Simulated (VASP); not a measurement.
# PbS (zincblende type) (F-43m) in VASP: a series of runs

Runs on PbS (zincblende type). Level: PBE. Tasks: single point, relaxation of cell and atoms.

All numbers are computed with VASP 6.6.1; they aren't measurements. Logs are shortened: lines on timing, memory, paths and dates and some standing lists are left out, and cuts for length are marked.

**1. The cell of the first run**

It takes space group F-43m (No. 216, cubic). The conventional cell has a = 5.426 Å, b = 5.426 Å, c = 5.426 Å, α = 90.00°, β = 90.00°, γ = 90.00°. Pb (site symmetry -43m) has 4 S at 2.35 Å within 3.1 Å. Within 3.1 Å of S (site symmetry -43m) lie 4 Pb at 2.35 Å.

**2. Single point, PBE**

INCAR reads:

```
SYSTEM = PbS
PREC = Accurate
ENCUT = 520
EDIFF = 1E-6
ISMEAR = -1
SIGMA = 0.05
LREAL = .False.
LASPH = .True.
NELM = 100
ALGO = Normal
ISIF = 2
LWAVE = .False.
LCHARG = .True.
GGA = PE
LELF = .True.
LVHAR = .True.
NBANDS = 17
```

KPOINTS reads:

```
regular mesh
0
Gamma
  13 13 13
  0 0 0
```

POSCAR reads:

```
PbS
1.0
    0.0000000000      2.7129652411      2.7129652411
    2.7129652411      0.0000000000      2.7129652411
    2.7129652411      2.7129652411      0.0000000000
Pb S
1 1
Direct
    0.0000000000      0.0000000000      0.0000000000
    0.2500000000      0.2500000000      0.2500000000
```

Potentials or basis: VASP PAW PBE potentials, release 64 (Pb_d, S).

Run with:

```bash
cat potpaw_PBE.64/Pb_d/POTCAR potpaw_PBE.64/S/POTCAR > POTCAR
mpirun -np 1 vasp_std > vasp.out
```

OUTCAR:

```text
SYSTEM = PbS
   PREC = Accurate
   ENCUT = 520
   EDIFF = 1E-6
   ISMEAR = -1
   LREAL = .False.
   LASPH = .True.
   NELM = 100
   ISIF = 2
   GGA = PE

 ion  position               nearest neighbor table
   1  0.000  0.000  0.000-   2 2.35   2 2.35   2 2.35   2 2.35
   2  0.250  0.250  0.250-   1 2.35   1 2.35   1 2.35   1 2.35

  LATTYP: Found a face centered cubic cell.
 ALAT       =     5.4259304822

  Lattice vectors:

 A1 = (   0.0000000000,   2.7129652411,   2.7129652411)
 A2 = (   2.7129652411,   0.0000000000,   2.7129652411)
 A3 = (   2.7129652411,   2.7129652411,   0.0000000000)

Analysis of symmetry for initial positions (statically):
=====================================================================
 Subroutine PRICEL returns:
 Original cell was already a primitive cell.

 Routine SETGRP: Setting up the symmetry group for a
 face centered cubic supercell.

 Subroutine GETGRP returns: Found 24 space group operations
 (whereof 24 operations were pure point group operations)
 out of a pool of 48 trial point group operations.

The static configuration has the point symmetry T_d .

Analysis of symmetry for dynamics (positions and initial velocities):
=====================================================================
 Subroutine PRICEL returns:
 Original cell was already a primitive cell.

 Routine SETGRP: Setting up the symmetry group for a
 face centered cubic supercell.

 Subroutine GETGRP returns: Found 24 space group operations
 (whereof 24 operations were pure point group operations)
 out of a pool of 48 trial point group operations.

The dynamic configuration has the point symmetry T_d .

 Subroutine INISYM returns: Found 24 space group operations
 (whereof 24 operations are pure point group operations),
 and found     1 'primitive' translations

----------------------------------------------------------------------------------------

                                     Primitive cell

  volume of cell :      39.9358

  direct lattice vectors                    reciprocal lattice vectors
     0.000000000  2.712965241  2.712965241    -0.184300187  0.184300187  0.184300187
     2.712965241  0.000000000  2.712965241     0.184300187 -0.184300187  0.184300187
     2.712965241  2.712965241  0.000000000     0.184300187  0.184300187 -0.184300187

  length of vectors
     3.836712238  3.836712238  3.836712238     0.319217287  0.319217287  0.319217287

  position of ions in fractional coordinates (direct lattice)
[... 72 lines left out ...]
   ICHARG =      2    charge: 1-file 2-atom 10-const
   ISPIN  =      1    spin polarized calculation?
   LNONCOLLINEAR =      F non collinear calculations
   LSORBIT =      F    spin-orbit coupling
   LASPH  =      T    aspherical Exc in radial PAW
   ENCUT  =  520.0 eV  38.22 Ry    6.18 a.u.   7.13  7.13  7.13*2*pi/ulx,y,z
   NELM   =    100;   NELMIN=  2; NELMDL= -5     # of ELM steps
   EDIFF  = 0.1E-05   stopping-criterion for ELM
   LREAL  =      F    real-space projection
   EDIFFG = 0.1E-04   stopping-criterion for IOM
   NSW    =      0    number of steps for IOM
   IBRION =     -1    ionic relax: 0-MD 1-quasi-New 2-CG
   NFREE  =      0    steps in history (QN), initial steepest desc. (CG)
   ISIF   =      2    stress and relaxation
   ISYM   =      2    0-nonsym 1-usesym 2-fastsym
   POTIM  = 0.5000    time-step for ionic-motion
   TEBEG  =    0.0;   TEEND  =   0.0 temperature during run
   PSTRESS=    0.0 pullay stress
   NELECT =      20.0000    total number of electrons
   NUPDOWN=      -1.0000    fix difference up-down
   EMIN   =  10.00;   EMAX   =-10.00  energy-range for DOS
   EFERMI =   0.00;   METHOD = LEGACY
   ISMEAR =    -1;   SIGMA  =   0.05  broadening in eV -4-tet -1-fermi 0-gaus
   EFERMI_NEDOS =   21; number of points for ismear=-14 and -15
   IALGO  =     38    algorithm
   IMIX   =      4    mixing-type and parameters
     AMIX     =   0.40;   BMIX     =  1.00
     AMIX_MAG =   1.60;   BMIX_MAG =  1.00
  volume/ion in A,a.u.               =      19.97       134.75
  Fermi-wavevector in a.u.,A,eV,Ry     =   1.300062  2.456760 22.996026  1.690160
  Thomas-Fermi vector in A             =   2.431285
   LORBIT       =      0    0 simple, 1 ext, 2 COOP (PROOUT), +10 PAW based schemes
   GGA     = PE    functional components
   LHFCALC =     F    Hartree Fock is set to
   AEXX    =    0.0000 exact exchange contribution
   IVDW    =     0    specifies the selected vdW correction
   LEPSILON=     F    determine dielectric tensor
   LRPA    =     F    only Hartree local field effects (RPA)
 non-spin polarized calculation
  energy-cutoff  :      520.00
  volume of cell :       39.94
 maximum number of plane-waves:      1086
 NGX is ok and might be reduce to    30
   NGX = 15   NGY = 15   NGZ = 15

 number of electron      20.0000003 magnetization

 Free energy of the ion-electron system (eV)
  ---------------------------------------------------
  ext. energy  EPLUGINS =         0.00000000
  ---------------------------------------------------
  free energy    TOTEN  =        -4.01689101 eV

  energy without entropy =       -4.01128534  energy(sigma->0) =       -4.01408818

 E-fermi :  10.1383     XC(G=0): -10.8108

 val. band max:       10.1358298716   @ k =  -0.3846   0.4615   0.1538
 cond. band min:      10.2120011270   @ k =  -0.4615   0.3846   0.0000
 fundamental gap:      0.0761712554
 Fermi energy:        10.1383444855

 k-point     1 :       0.0000    0.0000    0.0000
  band No.  band energies     occupation
      1      -8.2399      2.00000
      2      -8.2399      2.00000
      3      -8.2399      2.00000
      4      -7.8883      2.00000
      5      -7.8363      2.00000
      6      -7.8363      2.00000
[... 457 lines left out ...]
      4      -7.8543      2.00000
      5      -7.7911      2.00000
      6      -5.1633      2.00000
[... 9 lines left out ...]
     16      19.1940      0.00000
     17      21.0158      0.00000

 [... further k-points ...]
[... 5 lines left out ...]
  --------------------------------------------------------------------------------------
  -------------------------------------------------------------------------------------
  Total       16.8814372     16.8814372     16.8814372      0.0000000     -0.0000000      0.0000000
  in kB      677.2629470    677.2629470    677.2629470      0.0000000     -0.0000000      0.0000000
  external PRESSURE =     677.2629470 kB  Pullay stress =       0.0000000 kB

 VOLUME and BASIS-vectors are now :
 -----------------------------------------------------------------------------
  energy-cutoff  :      520.00
  volume of cell :       39.94
      direct lattice vectors                 reciprocal lattice vectors
     0.000000000  2.712965241  2.712965241    -0.184300187  0.184300187  0.184300187
     2.712965241  0.000000000  2.712965241     0.184300187 -0.184300187  0.184300187
     2.712965241  2.712965241  0.000000000     0.184300187  0.184300187 -0.184300187

 POSITION                                       TOTAL-FORCE (eV/Angst)
 -----------------------------------------------------------------------------------
      0.00000      0.00000      0.00000         0.000000      0.000000      0.000000
      1.35648      1.35648      1.35648         0.000000     -0.000000     -0.000000
 -----------------------------------------------------------------------------------
    total drift:                               -0.000001     -0.000001     -0.000001

  FREE ENERGIE OF THE ION-ELECTRON SYSTEM (eV)
  ---------------------------------------------------
  free  energy   TOTEN  =        -4.0168910061 eV

  energy  without entropy=       -4.0112853449  energy(sigma->0) =       -4.01408818
```

OSZICAR:

```text
N       E                     dE             d eps       ncg     rms          rms(c)
DAV:   1     0.168990488147E+03    0.16899E+03   -0.10089E+04  2888   0.135E+03
DAV:   2     0.736042965318E+01   -0.16163E+03   -0.15579E+03  3089   0.335E+02
DAV:   3    -0.417504791987E+01   -0.11535E+02   -0.11375E+02  3704   0.958E+01
DAV:   4    -0.445379133717E+01   -0.27874E+00   -0.27811E+00  3680   0.153E+01
DAV:   5    -0.446355329739E+01   -0.97620E-02   -0.97608E-02  4099   0.286E+00    0.205E+01
DAV:   6    -0.404734386452E+01    0.41621E+00   -0.80313E-01  4551   0.106E+01    0.127E+01
DAV:   7    -0.402350343465E+01    0.23840E-01   -0.29476E-01  4105   0.418E+00    0.156E+00
DAV:   8    -0.401679264847E+01    0.67108E-02   -0.43760E-02  4200   0.229E+00    0.130E+00
DAV:   9    -0.401699555111E+01   -0.20290E-03   -0.32802E-03  3223   0.361E-01    0.371E-01
DAV:  10    -0.401688695059E+01    0.10860E-03   -0.28319E-04  4237   0.244E-01    0.474E-02
DAV:  11    -0.401689214645E+01   -0.51959E-05   -0.41368E-05  3492   0.445E-02    0.319E-02
DAV:  12    -0.401689088977E+01    0.12567E-05   -0.43043E-06  3761   0.340E-02    0.117E-02
DAV:  13    -0.401689100614E+01   -0.11637E-06   -0.62914E-07  1759   0.682E-03
   1 F= -.40168910E+01 E0= -.40140882E+01  d E =-.560566E-02
```

Wall time 30 s (1 thread of Intel Xeon Platinum 8559C (Emerald Rapids), shared host); peak memory 0.2 GiB.

Results:

```
Free energy            : -4.0169 eV
Pressure               : 67.7 GPa
Band gap on the k mesh : zero (band 10 reaches 10.67 eV, above the bottom of band 11 at 9.22 eV)
```

Caveat: spin-orbit coupling is left out, which moves the levels of the heavy elements.

**3. Single point, PBE**

INCAR reads:

```
PREC     = Accurate       # precision mode
ENCUT    = 520            # plane-wave cutoff, eV
EDIFF    = 1E-7           # SCF threshold, eV
ISMEAR   = -1             # smearing method
SIGMA    = 0.05           # smearing width, eV
LREAL    = False          # projectors in reciprocal space
LASPH    = True           # aspherical terms in the spheres
NELM     = 100            # most SCF steps
ALGO     = Normal         # electronic algorithm
ISIF     = 2              # what is computed and relaxed
LWAVE    = False          # write WAVECAR
LCHARG   = True           # write CHGCAR
GGA      = PE             # functional
LELF     = True           # ELF
LVHAR    = True         
NBANDS   = 17             # bands
```

KPOINTS reads:

```
regular mesh
0
Gamma
  13 13 13
```

POSCAR reads:

```
PbS
1.0
    0.0000000000      2.7127099181      2.7127099181
    2.7127099181      0.0000000000      2.7127099181
    2.7127099181      2.7127099181      0.0000000000
Pb S
1 1
Direct
    0.0000000000      0.0000000000      0.0000000000
    0.2500000000      0.2500000000      0.2500000000
```

Potentials or basis: VASP PAW PBE potentials, release 64 (Pb_d, S).

Run with:

```bash
cat potpaw_PBE.64/Pb_d/POTCAR potpaw_PBE.64/S/POTCAR > POTCAR
mpirun -np 1 vasp_std > vasp.out
```

Wall time 32 s (1 thread of Intel Xeon Platinum 8559C (Emerald Rapids), shared host); peak memory 0.2 GiB.

It converged, with:

```yaml
Free_energy: -4.0121 eV
Pressure: 67.8 GPa
Band_gap_on_the_k_mesh: zero (band 10 reaches 10.67 eV, above the bottom of band 11 at 9.23 eV)
```

Levels at points of the mesh, in eV from the Fermi level:
```tsv
k point	band 7	band 8	band 9	band 10	band 11	band 12	band 13	band 14
(0.00, 0.00, 0.00)	-4.21	-3.68	-3.68	-3.68	1.59	1.59	1.59	6.07
```

Caveat: spin-orbit coupling is left out, which moves the levels of the heavy elements.

**4. Relaxation of cell and atoms, PBE, target pressure 68 GPa, at which the enthalpy is minimised**

This run uses another cell than the first one, of 18.03 Å³/atom, 0.903 times its volume.

INCAR reads:

```
SYSTEM = PbS
PREC     = Accurate       ! precision mode
ENCUT    = 600            ! plane-wave cutoff, eV
EDIFF    = 1E-7           ! SCF threshold, eV
ISMEAR   = -1             ! smearing method
SIGMA    = 0.05           ! smearing width, eV
LREAL    = .False.        ! projectors in reciprocal space
LASPH    = .True.         ! aspherical terms in the spheres
NELM     = 100            ! most SCF steps
ALGO     = Normal         ! electronic algorithm
ISIF     = 3              ! what is computed and relaxed
LWAVE    = .False.        ! write WAVECAR
LCHARG   = .False.        ! write CHGCAR
GGA      = PE             ! functional
IBRION   = 2              ! ionic algorithm
NSW      = 60             ! ionic steps
EDIFFG   = -0.005         ! ionic threshold
PSTRESS  = 680.0
```

KPOINTS reads:

```
regular mesh
0
Gamma
  13 13 13
  0 0 0
```

POSCAR reads:

```
PbS
1.0
    0.0000000000      2.6222588080      2.6222588080
    2.6222588080      0.0000000000      2.6222588080
    2.6222588080      2.6222588080      0.0000000000
Pb S
1 1
Direct
    0.0000000000      0.0000000000      0.0000000000
    0.2500000000      0.2500000000      0.2500000000
```

Run with:

```bash
cat potpaw_PBE.64/Pb_d/POTCAR potpaw_PBE.64/S/POTCAR > POTCAR
mpirun -np 1 vasp_std > vasp.out
```

Run time: 3.7 min. Hardware: 1 thread of Intel Xeon Platinum 8559C (Emerald Rapids), shared host; peak memory 0.22 GiB.

Results (log left out):

```yaml
Free_energy: -3.9998 eV
Relaxed_volume: 19.95 Å³/atom
Relaxed_cell: a = 3.835 Å, b = 3.835 Å, c = 3.835 Å, α = 60.00°, β = 60.00°, γ = 60.00°
Space_group_after_relaxing_to_0.05_Å: F-43m (No. 216)
Energy_change_on_relaxing_the_enthalpy_is_what_falls: -969.1 meV/atom
Ionic_steps: 17
Pressure_after_relaxing: 68.0 GPa
Band_gap_on_the_k_mesh: zero (band 10 reaches 10.68 eV, above the bottom of band 11 at 9.24 eV)
```

The path:
| step | energy change (eV) | largest force (eV/Å) | pressure (GPa) | volume (Å³) |
| --- | --- | --- | --- | --- |
| 1 | 0.0000 | 0.0000 | 95.59 | 36.06 |
| 2 | -5.4945 | 0.0000 | 18.47 | 54.82 |
| 3 | -2.1798 | 0.0000 | 64.55 | 40.48 |
| 4 | -1.9477 | 0.0000 | 67.86 | 39.92 |
| 5 | -1.9138 | 0.0000 | 68.35 | 39.84 |
| 6 | -1.9151 | 0.0000 | 68.33 | 39.84 |
| 7 | -1.9189 | 0.0000 | 68.28 | 39.85 |
| 8 | -1.9189 | 0.0000 | 68.28 | 39.85 |
| 9 | -1.9190 | 0.0000 | 68.28 | 39.85 |
| 10 | -1.9193 | 0.0000 | 68.28 | 39.85 |
| 11 | -1.9197 | 0.0000 | 68.28 | 39.85 |
| 12 | -1.9206 | 0.0000 | 68.25 | 39.86 |
| 13 | -1.9223 | 0.0000 | 68.23 | 39.86 |
| 14 | -1.9258 | 0.0000 | 68.18 | 39.87 |
| 15 | -1.9328 | 0.0000 | 68.08 | 39.88 |
| 16 | -1.9467 | 0.0000 | 67.88 | 39.92 |
| 17 | -1.9383 | 0.0000 | 68.00 | 39.90 |

Final structure:
```
Pb S
1.0
     0.00000    2.71208    2.71208
     2.71208    0.00000    2.71208
     2.71208    2.71208    0.00000
Pb S
1 1
Direct
  0.00000 0.00000 0.00000
  0.25000 0.25000 0.25000
```

Levels at points of the mesh, in eV from the Fermi level:
| k point | band 6 | band 7 | band 8 | band 9 | band 10 | band 11 | band 12 | band 13 | band 14 |
| --- | --- | --- | --- | --- | --- | --- | --- | --- | --- |
| (0.00, 0.00, 0.00) | -17.98 | -4.21 | -3.68 | -3.68 | -3.68 | 1.59 | 1.59 | 1.59 | 6.08 |

Caveat: the cell is relaxed towards a set pressure, so the enthalpy falls and the energy may rise; spin-orbit coupling is left out, which moves the levels of the heavy elements.

**5. Relaxation of cell and atoms, PBE, target pressure 68 GPa, at which the enthalpy is minimised**

INCAR reads:

```
ALGO     = Normal         # electronic algorithm
EDIFF    = 1E-6           # SCF threshold, eV
EDIFFG   = -0.005         # ionic threshold
ENCUT    = 600            # plane-wave cutoff, eV
GGA      = PE             # functional
IBRION   = 2              # ionic algorithm
ISIF     = 3              # what is computed and relaxed
ISMEAR   = -1             # smearing method
LASPH    = True           # aspherical terms in the spheres
LCHARG   = False          # write CHGCAR
LREAL    = False          # projectors in reciprocal space
LWAVE    = False          # write WAVECAR
NELM     = 80             # most SCF steps
NSW      = 32             # ionic steps
PREC     = Accurate       # precision mode
PSTRESS  = 680.0        
SIGMA    = 0.05           # smearing width, eV
```

KPOINTS reads:

```
k-points
0
Gamma
  13 13 13
```

POSCAR reads:

```
PbS
1.0
    0.0000000000      2.7129652411      2.7129652411
    2.7129652411      0.0000000000      2.7129652411
    2.7129652411      2.7129652411      0.0000000000
Pb S
1 1
Direct
    0.0000000000      0.0000000000      0.0000000000
    0.2500000000      0.2500000000      0.2500000000
```

Run with:

```bash
cat potpaw_PBE.64/Pb_d/POTCAR potpaw_PBE.64/S/POTCAR > POTCAR
mpirun -np 1 vasp_std > vasp.out
```

Wall time 35 s (1 thread of Intel Xeon 6975P-C (Granite Rapids), shared host); peak memory 0.22 GiB.

It converged, with:

```
Free energy                                            : -4.0033 eV
Relaxed volume                                         : 19.95 Å³/atom
Relaxed cell                                           : a = 3.836 Å, b = 3.836 Å, c = 3.836 Å, α = 60.00°, β = 60.00°, γ = 60.00°
Space group after relaxing (to 0.05 Å)                 : F-43m (No. 216)
Energy change on relaxing (the enthalpy is what falls) : +7.1 meV/atom
Ionic steps                                            : 3
Pressure after relaxing                                : 68.0 GPa
Band gap on the k mesh                                 : zero (band 10 reaches 10.68 eV, above the bottom of band 11 at 9.24 eV)
```

The path:
```
step  energy change (eV)  largest force (eV/Å)  pressure (GPa)  volume (Å³)
   1              0.0000                0.0000           67.80        39.94
   2              0.0616                0.0000           68.67        39.79
   3              0.0142                0.0000           68.01        39.90
```

Final structure:
```
CELL_PARAMETERS angstrom
0.00000 2.71221 2.71221
2.71221 0.00000 2.71221
2.71221 2.71221 0.00000
ATOMIC_POSITIONS crystal
Pb 0.00000 0.00000 0.00000
S 0.25000 0.25000 0.25000
```

Levels at points of the mesh, in eV from the Fermi level:
```tsv
k point	band 8	band 9	band 10	band 11	band 12	band 13
(0.00, 0.00, 0.00)	-3.68	-3.68	-3.68	1.59	1.59	1.59
```

Caveat: the cell is relaxed towards a set pressure, so the enthalpy falls and the energy may rise; spin-orbit coupling is left out, which moves the levels of the heavy elements.

**6. Overview**

| task | cell | cutoff (eV) | gap on the mesh (eV) | pressure (GPa) |
| --- | --- | --- | --- | --- |
| single point | a = 3.837 Å, angles 60.0°, 2 atoms | 520 | none | 67.7 |
| single point | a = 3.836 Å, angles 60.0°, 2 atoms | 520 | none | 67.8 |
| relaxation of cell and atoms | relaxed to 68 GPa from a = 3.708 Å, angles 60.0°, 2 atoms | 600 | none | 68.0 |
| relaxation of cell and atoms | relaxed to 68 GPa from a = 3.837 Å, angles 60.0°, 2 atoms | 600 | none | 68.0 |

Alike in all rows: level PBE; potentials or basis VASP PAW PBE potentials, release 64 (Pb_d, S); no spin polarisation; k mesh 13 × 13 × 13; smearing fermi-dirac 0.05 eV.

Caveats: spin-orbit coupling is left out, which moves the levels of the heavy elements; the cell is relaxed towards a set pressure, so the enthalpy falls and the energy may rise (some runs).

Absolute energies hang on the potentials; compare differences alone.
